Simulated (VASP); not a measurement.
A run of VASP 6.6.1:

Contents of INCAR:

```
PREC = Accurate
ENCUT = 600
EDIFF = 1E-6
ISMEAR = -1
SIGMA = 0.08
LREAL = False
LASPH = True
NELM = 80
ALGO = Normal
ISIF = 3
LWAVE = False
LCHARG = False
GGA = PE
IBRION = 2
NSW = 32
EDIFFG = -0.005
PSTRESS = 4200.0
```

File KPOINTS:

```
regular mesh
0
Gamma
  21 21 21
```

The input POSCAR:

```
Ru
1.0
   -1.2976570125      1.2976570125      1.2976570125
    1.2976570125     -1.2976570125      1.2976570125
    1.2976570125      1.2976570125     -1.2976570125
Ru
1
Direct
    0.0000000000      0.0000000000      0.0000000000
```

Potentials or basis: VASP PAW PBE potentials, release 64 (Ru_pv).

Launch:

```bash
$ cat potpaw_PBE.64/Ru_pv/POTCAR > POTCAR
$ mpirun -np 1 vasp_std > vasp.out
```

Hardware: 1 thread of Intel(R) Xeon(R) 6975P-C (Granite Rapids), on a shared host.

Problem. Estimate the wall time of this run.

Solution. Wall time 49 s on 1 thread of Intel(R) Xeon(R) 6975P-C (Granite Rapids), with other jobs on the host, peak memory 0.15 GiB. Counts: scf iterations 27, k points 286, ion steps 4.
